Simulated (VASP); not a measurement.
CoSi4, 5 atoms in the cell. The structure is cubic, space group P-43m (No. 215). The conventional cell has a = 4.300 Å, b = 4.300 Å, c = 4.300 Å, α = 90.00°, β = 90.00°, γ = 90.00°. Co (site symmetry -43m) has 4 Si at 2.16 Å within 2.9 Å. Si (site symmetry 3m) has 1 Co at 2.16 Å and 3 Si at 2.56 Å within 2.9 Å. The cell was generated, and may not be a known phase.

```yaml
Program: VASP 6.6.1
Task: single point
Functional: PBE
Potentials_or_basis: VASP PAW PBE potentials, release 64 (Co, Si)
Cutoff: 520 eV
k_mesh: 4 × 4 × 4
Occupations: gaussian, width 0.1 eV
Spin: collinear spin, ferromagnetic start
Starting_moments: "[3.0, 0.0, 0.0, 0.0, 0.0] μB"
Dipole_correction: no
Further_INCAR_settings: ALGO = Normal; EDIFF = 1e-07; NBANDS = 24
```

Potentials or basis: VASP PAW PBE potentials, release 64 (Co, Si).

Run with:

```console
$ cat potpaw_PBE.64/Co/POTCAR potpaw_PBE.64/Si/POTCAR > POTCAR
$ mpirun -np 1 vasp_std > vasp.out
```

Hardware: 1 thread of Intel Xeon 8259CL, on a shared host.

How long does it take, and how much memory?

Run time: 57 s on 1 thread of Intel Xeon 8259CL, on a shared host, peak memory 0.21 GiB. Counts: scf iterations 17, k points 10.
